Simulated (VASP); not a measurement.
Input of a VASP 6.6.1 run:

INCAR

```
ALGO = Normal
EDIFF = 1E-7
ENCUT = 520
GGA = PE
ISIF = 2
ISMEAR = 0
LASPH = T
LCHARG = T
LELF = T
LREAL = F
LVHAR = T
LWAVE = F
NBANDS = 13
NELM = 100
PREC = Accurate
SIGMA = 0.1
```

Contents of KPOINTS:

```
k-points
0
Gamma
  6 6 4
```

The input POSCAR:

```
SiC2
1.0
    2.4736544289      0.0000000000      0.0000000000
   -1.2368272145      2.1422475757      0.0000000000
    0.0000000000      0.0000000000      8.4536944631
Si C
1 2
Direct
    0.0000000000      0.0000000000      0.0000000000
    0.3333333333      0.6666666667      0.4999969363
    0.6666666667      0.3333333333      0.5000030637
```

Potentials or basis: VASP PAW PBE potentials, release 64 (Si, C).

Command:

```console
$ cat potpaw_PBE.64/Si/POTCAR potpaw_PBE.64/C/POTCAR > POTCAR
$ mpirun -np 1 vasp_std > vasp.out
```

Estimate the band gap on the k mesh.

0.02 eV, indirect (least direct gap 0.85 eV).

Predict the pressure.

0.2 GPa.

Caveat: the k points lie up to 0.49 Å⁻¹ apart. A k mesh can miss the band edges.
